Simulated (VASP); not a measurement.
# TiO2 (P2_1/c) in VASP: notebook

Runs on TiO2. Level: r2SCAN. Tasks: single point.

Program: VASP 6.6.1. These are calculated values, not measurements. Logs are shortened: lines on timing, memory, paths and dates and some standing lists are left out, and cuts for length are marked.

## Step 1: The cell of the first run

It takes space group P2_1/c (No. 14, monoclinic). Conventional cell: a = 2.955 Å, b = 4.597 Å, c = 5.309 Å, α = 90.00°, β = 120.17°, γ = 90.00°. Within 2.5 Å of Ti (site symmetry -1) lie 6 O at 1.91 to 1.99 Å. Within 3.0 Å of O (site symmetry 1) lie 3 Ti at 1.91 to 1.99 Å and 11 O at 2.54 to 2.96 Å.

## Step 2: Single point, r2SCAN (strain +0.0625 x Voigt [0, 0, 0, 1, 0, 0])

POSCAR

```
TiO2
1.0
    4.5967496901      0.0000000000      0.0000000000
    0.0000000000      4.5967496901      0.1436484278
    0.0000000000      0.0923022317      2.9536714147
Ti O
2 4
Direct
    0.0000000000      0.0000000000      0.0000000000
    0.5000000000      0.5000000000      0.5000000000
    0.3046118010      0.3046118010      0.0000000000
    0.1953881990      0.8046118010      0.5000000000
    0.6953881990      0.6953881990      0.0000000000
    0.8046118010      0.1953881990      0.5000000000
```

INCAR.step1

```
SYSTEM = TiO2
PREC = Accurate ; ENCUT = 520
ISMEAR = 0 ; SIGMA = 0.05
LREAL = .False. ; LASPH = .True.
NELM = 100 ; NBANDS = 33
GGA = PE ; ALGO = Normal
EDIFF = 1E-4 ; LWAVE = .True.
LCHARG = .False.
```

INCAR.step2

```
SYSTEM = TiO2
PREC = Accurate ; ENCUT = 520
EDIFF = 1E-6 ; ISMEAR = 0
SIGMA = 0.05 ; LREAL = .False.
LASPH = .True. ; NELM = 100
ALGO = Normal ; ISIF = 2
LWAVE = .False. ; LCHARG = .False.
METAGGA = R2SCAN ; LMIXTAU = .True.
NBANDS = 33 ; ISTART = 1
```

KPOINTS

```
regular mesh
0
Gamma
  6 6 10
  0 0 0
```

Potentials or basis: VASP PAW PBE potentials, release 64 (Ti_sv, O).

The run is started by

```console
cat potpaw_PBE.64/Ti_sv/POTCAR potpaw_PBE.64/O/POTCAR > POTCAR
cp INCAR.step1 INCAR
mpirun -np 1 vasp_std > vasp.out
cp INCAR.step2 INCAR
mpirun -np 1 vasp_std > vasp.out
```

OUTCAR:

```text
SYSTEM = TiO2
   PREC = Accurate
   ENCUT = 520
   EDIFF = 1E-6
   ISMEAR = 0
   LREAL = .False.
   LASPH = .True.
   NELM = 100
   ISIF = 2
   METAGGA = R2SCAN
   ISTART = 1

 ion  position               nearest neighbor table
   1  0.000  0.000  0.000-   4 1.91   6 1.91   5 1.98   3 1.98   4 1.99   6 1.99
   2  0.500  0.500  0.500-   3 1.91   5 1.91   6 1.98   4 1.98   3 1.99   5 1.99
   3  0.305  0.305  0.000-   2 1.91   1 1.98   2 1.99
   4  0.195  0.805  0.500-   1 1.91   2 1.98   1 1.99
   5  0.695  0.695  0.000-   2 1.91   1 1.98   2 1.99
   6  0.805  0.195  0.500-   1 1.91   2 1.98   1 1.99

  LATTYP: Found a simple monoclinic cell.
 ALAT       =     2.9551132851
 B/A-ratio  =     1.5555240177
 C/A-ratio  =     1.5562833656
 COS(beta)  =    -0.0624390244

  Lattice vectors:

 A1 = (   0.0000000000,   0.0923022317,   2.9536714147)
 A2 = (  -4.5967496901,   0.0000000000,   0.0000000000)
 A3 = (   0.0000000000,  -4.5967496901,  -0.1436484278)

Analysis of symmetry for initial positions (statically):
=====================================================================
 Subroutine PRICEL returns:
 Original cell was already a primitive cell.

 Routine SETGRP: Setting up the symmetry group for a
 simple monoclinic supercell.

 Subroutine GETGRP returns: Found  4 space group operations
 (whereof  2 operations were pure point group operations)
 out of a pool of  4 trial point group operations.

The static configuration has the point symmetry S_2 .
 The point group associated with its full space group is C_2h.

Analysis of symmetry for dynamics (positions and initial velocities):
=====================================================================
 Subroutine PRICEL returns:
 Original cell was already a primitive cell.

 Routine SETGRP: Setting up the symmetry group for a
 simple monoclinic supercell.

 Subroutine GETGRP returns: Found  4 space group operations
 (whereof  2 operations were pure point group operations)
 out of a pool of  4 trial point group operations.

The dynamic configuration has the point symmetry S_2 .
 The point group associated with its full space group is C_2h.

 Subroutine INISYM returns: Found  4 space group operations
 (whereof  2 operations are pure point group operations),
 and found     1 'primitive' translations

----------------------------------------------------------------------------------------

                                     Primitive cell

  volume of cell :      62.3504

  direct lattice vectors                    reciprocal lattice vectors
     4.596749690  0.000000000  0.000000000     0.217545019  0.000000000  0.000000000
     0.000000000  4.596749690  0.143648428     0.000000000  0.217757673 -0.006804927
     0.000000000  0.092302232  2.953671415     0.000000000 -0.010590395  0.338892645

  length of vectors
     4.596749690  4.598993649  2.955113285     0.217545019  0.217863974  0.339058079

  position of ions in fractional coordinates (direct lattice)
     0.000000000  0.000000000  0.000000000
     0.500000000  0.500000000  0.500000000
     0.304611801  0.304611801  0.000000000
     0.195388199  0.804611801  0.500000000
     0.695388199  0.695388199  0.000000000
     0.804611801  0.195388199  0.500000000

  ion indices of the primitive-cell ions
   primitive index   ion index
                 1           1
                 2           2
                 3           3
                 4           4
                 5           5
                 6           6

----------------------------------------------------------------------------------------

 KPOINTS: regular mesh

Automatic generation of k-mesh.
 Grid dimensions read from file:
 generate k-points for:    6    6   10

 Generating k-lattice:

  Cartesian coordinates                     Fractional coordinates (reciprocal lattice)
     0.036257503  0.000000000  0.000000000     0.166666667  0.000000000  0.000000000
     0.000000000  0.036292946 -0.001134155     0.000000000  0.166666667  0.000000000
     0.000000000 -0.001059040  0.033889264     0.000000000  0.000000000  0.100000000

  Length of vectors
     0.036257503  0.036310662  0.033905808

  Shift w.r.t. Gamma in fractional coordinates (k-lattice)
     0.000000000  0.000000000  0.000000000

 Subroutine IBZKPT returns following result:
 ===========================================

 Found    128 irreducible k-points:

 Following reciprocal coordinates:
            Coordinates               Weight
  0.000000  0.000000  0.000000      1.000000
  0.166667  0.000000  0.000000      2.000000
  0.333333  0.000000  0.000000      2.000000
  0.500000  0.000000  0.000000      1.000000
  0.000000  0.166667  0.000000      2.000000
  0.166667  0.166667  0.000000      4.000000
[... 16 lines left out ...]
  0.333333  0.166667  0.100000      4.000000
  0.500000  0.166667  0.100000      2.000000
 [... further k-points ...]
[... 55 lines left out ...]
   NGX = 17   NGY = 17   NGZ = 11

 number of electron      48.0000018 magnetization

 Free energy of the ion-electron system (eV)
  ---------------------------------------------------
  ext. energy  EPLUGINS =         0.00000000
  ---------------------------------------------------
  free energy    TOTEN  =       -69.67640855 eV

  energy without entropy =      -69.67640855  energy(sigma->0) =      -69.67640855

 E-fermi :   4.7562     XC(G=0): -12.1607

 val. band max:        4.5592089846   @ k =   0.0000   0.0000   0.0000
 cond. band min:       6.7794937971   @ k =   0.0000   0.5000   0.5000
 fundamental gap:      2.2202848125
 Fermi energy:         4.7562125338

 k-point     1 :       0.0000    0.0000    0.0000
  band No.  band energies     occupation
      1     -54.5730      2.00000
      2     -54.5547      2.00000
      3     -29.8473      2.00000
      4     -29.8460      2.00000
      5     -29.6630      2.00000
      6     -29.6630      2.00000
[... 25 lines left out ...]
     32      11.4994      0.00000
     33      11.5932      0.00000

 k-point     2 :       0.1667    0.0000    0.0000
  band No.  band energies     occupation
      1     -54.5718      2.00000
      2     -54.5559      2.00000
      3     -29.8368      2.00000
      4     -29.8363      2.00000
      5     -29.6743      2.00000
      6     -29.6738      2.00000
[... 25 lines left out ...]
     32      11.4170      0.00000
     33      11.5010      0.00000

 k-point     3 :       0.3333    0.0000    0.0000
  band No.  band energies     occupation
      1     -54.5684      2.00000
      2     -54.5592      2.00000
      3     -29.8110      2.00000
      4     -29.8099      2.00000
      5     -29.7029      2.00000
      6     -29.7014      2.00000
[... 25 lines left out ...]
     32      11.2030      0.00000
     33      11.3309      0.00000

 k-point     4 :       0.5000    0.0000    0.0000
  band No.  band energies     occupation
      1     -54.5638      2.00000
      2     -54.5638      2.00000
      3     -29.7899      2.00000
      4     -29.7899      2.00000
      5     -29.7238      2.00000
      6     -29.7238      2.00000
[... 25 lines left out ...]
     32      10.8165      0.00000
     33      11.3833      0.00000

 k-point     5 :       0.0000    0.1667    0.0000
  band No.  band energies     occupation
      1     -54.5717      2.00000
      2     -54.5559      2.00000
      3     -29.8376      2.00000
      4     -29.8355      2.00000
      5     -29.6747      2.00000
      6     -29.6734      2.00000
[... 604 lines left out ...]
 k-point    22 :       0.1667    0.1667    0.1000
  band No.  band energies     occupation
      1     -54.5667      2.00000
      2     -54.5531      2.00000
      3     -29.8377      2.00000
      4     -29.8045      2.00000
      5     -29.7012      2.00000
      6     -29.6618      2.00000
[... 25 lines left out ...]
     32      10.9540      0.00000
     33      11.4012      0.00000

 k-point    23 :       0.3333    0.1667    0.1000
  band No.  band energies     occupation
      1     -54.5638      2.00000
      2     -54.5559      2.00000
      3     -29.8261      2.00000
      4     -29.7803      2.00000
      5     -29.7278      2.00000
      6     -29.6784      2.00000
[... 25 lines left out ...]
     32      10.7603      0.00000
     33      11.3922      0.00000

 k-point    24 :       0.5000    0.1667    0.1000
  band No.  band energies     occupation
      1     -54.5599      2.00000
      2     -54.5599      2.00000
      3     -29.7990      2.00000
      4     -29.7990      2.00000
      5     -29.7091      2.00000
      6     -29.7091      2.00000
[... 25 lines left out ...]
     32      10.6117      0.00000
     33      11.4635      0.00000

 [... further k-points ...]

------------------------ aborting loop because EDIFF is reached ----------------------------------------

  FORCE on cell =-STRESS in cart. coord.  units (eV):
  Direction    XX          YY          ZZ          XY          YZ          ZX
  --------------------------------------------------------------------------------------
  -------------------------------------------------------------------------------------
  Total        0.6691973      0.7696695      1.1179930      0.0000000     -3.7461602      0.0000000
  in kB       17.1959109     19.7776773     28.7283104      0.0000000    -96.2625493      0.0000000
  external PRESSURE =      21.9006329 kB  Pullay stress =       0.0000000 kB

 VOLUME and BASIS-vectors are now :
 -----------------------------------------------------------------------------
  energy-cutoff  :      520.00
  volume of cell :       62.35
      direct lattice vectors                 reciprocal lattice vectors
     4.596749690  0.000000000  0.000000000     0.217545019  0.000000000  0.000000000
     0.000000000  4.596749690  0.143648428     0.000000000  0.217757673 -0.006804927
     0.000000000  0.092302232  2.953671415     0.000000000 -0.010590395  0.338892645

 POSITION                                       TOTAL-FORCE (eV/Angst)
 -----------------------------------------------------------------------------------
      0.00000      0.00000      0.00000         0.000000     -0.000000     -0.000000
      2.29837      2.34453      1.54866         0.000000     -0.000000     -0.000000
      1.40022      1.40022      0.04376        -0.070406     -0.074749      0.357222
      0.89815      3.74475      1.59242         0.070406     -0.074749      0.357222
      3.19653      3.19653      0.09989         0.070406      0.074749     -0.357222
      3.69860      0.94430      1.50490        -0.070406      0.074749     -0.357222
 -----------------------------------------------------------------------------------
    total drift:                                0.000000      0.000000      0.000000

  FREE ENERGIE OF THE ION-ELECTRON SYSTEM (eV)
  ---------------------------------------------------
  free  energy   TOTEN  =       -69.6764085496 eV

  energy  without entropy=      -69.6764085495  energy(sigma->0) =      -69.67640855
```

Run time: 19 min. Hardware: 1 thread of Oxide Virtual Turin-like, shared host; peak memory 0.29 GiB.

Results:

* Free energy: -69.6764 eV
* Pressure: 2.2 GPa
* Largest force: 0.372 eV/Å
* Band gap on the k mesh: 2.22 eV (least direct gap 2.23 eV)

Forces on the atoms (eV/Å):
```
Ti   0.000  0.000  0.000
Ti   0.000  0.000  0.000
O   -0.070 -0.075  0.357
O    0.070 -0.075  0.357
O    0.070  0.075 -0.357
O   -0.070  0.075 -0.357
```

Caveat: the cell differs from its parent crystal (strain +0.0625 x Voigt [0, 0, 0, 1, 0, 0]); the PAW data sets were made with another functional, which shifts forces and pressure a little.

## Step 3: Single point, r2SCAN (strain -0.1000 x Voigt [0, 0, 0, 1, 0, 0])

POSCAR: that of step 2 with these lines changed.

```diff
@@ -3,4 +3,4 @@
     4.5967496901      0.0000000000      0.0000000000
-    0.0000000000      4.5967496901      0.1436484278
-    0.0000000000      0.0923022317      2.9536714147
+    0.0000000000      4.5967496901     -0.2298374845
+    0.0000000000     -0.1476835707      2.9536714147
 Ti O
```

INCAR.step1

```
PREC     = Accurate       # precision mode
ENCUT    = 520            # plane-wave cutoff, eV
ISMEAR   = 0              # smearing method
SIGMA    = 0.05           # smearing width, eV
LREAL    = F              # projectors in reciprocal space
LASPH    = T              # aspherical terms in the spheres
NELM     = 100            # most SCF steps
NBANDS   = 33             # bands
GGA      = PE             # functional
ALGO     = Normal         # electronic algorithm
EDIFF    = 1E-4           # SCF threshold, eV
LWAVE    = T              # write WAVECAR
LCHARG   = F              # write CHGCAR
```

INCAR.step2

```
PREC     = Accurate       # precision mode
ENCUT    = 520            # plane-wave cutoff, eV
EDIFF    = 1E-6           # SCF threshold, eV
ISMEAR   = 0              # smearing method
SIGMA    = 0.05           # smearing width, eV
LREAL    = F              # projectors in reciprocal space
LASPH    = T              # aspherical terms in the spheres
NELM     = 100            # most SCF steps
ALGO     = Normal         # electronic algorithm
ISIF     = 2              # what is computed and relaxed
LWAVE    = F              # write WAVECAR
LCHARG   = T              # write CHGCAR
METAGGA  = R2SCAN         # meta-GGA
LMIXTAU  = T            
LELF     = T              # ELF
LVHAR    = T            
NBANDS   = 33             # bands
ISTART   = 1
```

KPOINTS

```
Automatic mesh
0
Gamma
  6 6 10
```

Potentials or basis: VASP PAW PBE potentials, release 64 (Ti_sv, O).

The run is started by

```console
cat potpaw_PBE.64/Ti_sv/POTCAR potpaw_PBE.64/O/POTCAR > POTCAR
cp INCAR.step1 INCAR
mpirun -np 1 vasp_std > vasp.out
cp INCAR.step2 INCAR
mpirun -np 1 vasp_std > vasp.out
```

It took 23 min on 1 thread of Oxide Virtual Turin-like, shared host; peak memory 0.29 GiB.

Results (log left out):

```yaml
Free_energy: -69.4911 eV
Pressure: 3.6 GPa
Largest_force: 0.624 eV/Å
Band_gap_on_the_k_mesh: 2.19 eV (least direct gap 2.24 eV)
```

Forces on the atoms (eV/Å):
```
Ti   0.000  0.000  0.000
Ti   0.000  0.000  0.000
O   -0.144 -0.154 -0.588
O    0.144 -0.154 -0.588
O    0.144  0.154  0.588
O   -0.144  0.154  0.588
```

Stress tensor (GPa, compression positive):
```
 2.80  0.00  0.00
 0.00  3.45 15.46
 0.00 15.46  4.66
```

Levels at points of the mesh, in eV from the valence-band top:
```csv
k point,band 21,band 22,band 23,band 24,band 25,band 26,band 27,band 28
"(0.00, 0.00, 0.00)",-0.91,-0.49,-0.29,0.00,2.24,2.54,2.78,2.92
"(0.50, 0.00, 0.00)",-1.70,-1.70,-0.69,-0.69,2.95,2.95,3.37,3.37
"(0.00, 0.50, 0.00)",-1.67,-1.67,-0.78,-0.78,2.94,2.94,3.40,3.40
"(0.50, 0.50, 0.00)",-1.43,-1.43,-1.04,-1.04,2.29,2.29,2.91,2.91
"(0.00, 0.00, 0.50)",-2.39,-2.39,-1.43,-1.43,3.29,3.29,3.63,3.63
"(0.50, 0.00, 0.50)",-2.08,-2.08,-1.10,-1.10,2.31,2.31,3.63,3.63
"(0.00, 0.50, 0.50)",-2.21,-1.80,-1.42,-0.71,2.19,2.47,3.55,3.75
"(0.50, 0.50, 0.50)",-1.39,-1.39,-0.58,-0.58,2.94,2.94,3.68,3.68
```

Caveat: the cell differs from its parent crystal (strain -0.1000 x Voigt [0, 0, 0, 1, 0, 0]); the cell stands under pressure; the PAW data sets were made with another functional, which shifts forces and pressure a little.

## Step 4: Single point, r2SCAN (strain +0.0875 x Voigt [0, 0, 0, 1, 0, 0])

POSCAR: that of step 3 with these lines changed.

```diff
@@ -3,4 +3,4 @@
     4.5967496901      0.0000000000      0.0000000000
-    0.0000000000      4.5967496901     -0.2298374845
-    0.0000000000     -0.1476835707      2.9536714147
+    0.0000000000      4.5967496901      0.2011077989
+    0.0000000000      0.1292231244      2.9536714147
 Ti O
```

INCAR.step1

```
SYSTEM = TiO2
PREC = Accurate ; ENCUT = 520
ISMEAR = 0 ; SIGMA = 0.05
LREAL = .False. ; LASPH = .True.
NELM = 100 ; NBANDS = 33
GGA = PE ; ALGO = Normal
EDIFF = 1E-4 ; LWAVE = .True.
LCHARG = .False.
```

INCAR.step2

```
SYSTEM = TiO2
PREC = Accurate ; ENCUT = 520
EDIFF = 1E-6 ; ISMEAR = 0
SIGMA = 0.05 ; LREAL = .False.
LASPH = .True. ; NELM = 100
ALGO = Normal ; ISIF = 2
LWAVE = .False. ; LCHARG = .True.
METAGGA = R2SCAN ; LMIXTAU = .True.
LELF = .True. ; LVHAR = .True.
NBANDS = 33 ; ISTART = 1
```

KPOINTS

```
Automatic mesh
0
Gamma
  6 6 10
  0 0 0
```

The run is started by

```console
cat potpaw_PBE.64/Ti_sv/POTCAR potpaw_PBE.64/O/POTCAR > POTCAR
cp INCAR.step1 INCAR
mpirun -np 1 vasp_std > vasp.out
cp INCAR.step2 INCAR
mpirun -np 1 vasp_std > vasp.out
```

Run time: 28 min. Hardware: 1 thread of Oxide Virtual Turin-like, shared host; peak memory 0.29 GiB.

Results (log left out):

| Property | Result |
| --- | --- |
| Free energy | -69.5626 eV |
| Pressure | 3.1 GPa |
| Largest force | 0.536 eV/Å |
| Band gap on the k mesh | 2.20 eV (least direct gap 2.24 eV) |

Forces in eV/Å, atoms in the order of the input:
```
Ti   0.000  0.000  0.000
Ti   0.000  0.000  0.000
O   -0.116 -0.124  0.509
O    0.116 -0.124  0.509
O    0.116  0.124 -0.509
O   -0.116  0.124 -0.509
```

Stress tensor (GPa, compression positive):
```
  2.38   0.00   0.00
  0.00   2.88 -13.51
  0.00 -13.51   3.97
```

Levels at points of the mesh, in eV from the valence-band top:
```csv
k point,band 20,band 21,band 22,band 23,band 24,band 25,band 26,band 27,band 28,band 29
"(0.00, 0.00, 0.00)",-2.03,-0.88,-0.49,-0.33,0.00,2.24,2.54,2.78,2.91,2.96
"(0.50, 0.00, 0.00)",-3.13,-1.70,-1.70,-0.71,-0.71,2.94,2.94,3.38,3.38,4.02
"(0.00, 0.50, 0.00)",-3.13,-1.67,-1.67,-0.77,-0.77,2.94,2.94,3.40,3.40,3.99
"(0.50, 0.50, 0.00)",-2.24,-1.42,-1.42,-1.06,-1.06,2.28,2.28,2.91,2.91,4.26
"(0.00, 0.00, 0.50)",-2.90,-2.40,-2.40,-1.45,-1.45,3.30,3.30,3.62,3.62,4.11
"(0.50, 0.00, 0.50)",-2.39,-2.08,-2.08,-1.10,-1.10,2.30,2.30,3.63,3.63,4.31
"(0.00, 0.50, 0.50)",-2.31,-2.25,-1.83,-1.39,-0.76,2.20,2.44,3.55,3.73,4.10
"(0.50, 0.50, 0.50)",-2.88,-1.37,-1.37,-0.61,-0.61,2.94,2.94,3.66,3.66,3.67
```

Caveat: the cell differs from its parent crystal (strain +0.0875 x Voigt [0, 0, 0, 1, 0, 0]); the cell stands under pressure; the PAW data sets were made with another functional, which shifts forces and pressure a little. A k mesh can miss the band edges.

## Step 5: Overview

```tsv
cell	gap on the mesh (eV)	pressure (GPa)	largest force (eV/Å)
a = 4.597, b = 4.599, c = 2.955 Å, angles 86.4, 90.0, 90.0°, 6 atoms	2.22	2.2	0.37
a = 4.597, b = 4.602, c = 2.957 Å, angles 95.7, 90.0, 90.0°, 6 atoms	2.19	3.6	0.62
a = 4.597, b = 4.601, c = 2.956 Å, angles 85.0, 90.0, 90.0°, 6 atoms	2.20	3.1	0.54
```

Alike in all rows: task single point; level r2SCAN; potentials or basis VASP PAW PBE potentials, release 64 (Ti_sv, O); no spin polarisation; k mesh 6 × 6 × 10; cutoff (eV) 520; smearing gaussian 0.05 eV.

Caveats: the PAW data sets were made with another functional, which shifts forces and pressure a little; the cell stands under pressure (at least some runs).

Absolute energies hang on the potentials; compare differences alone.
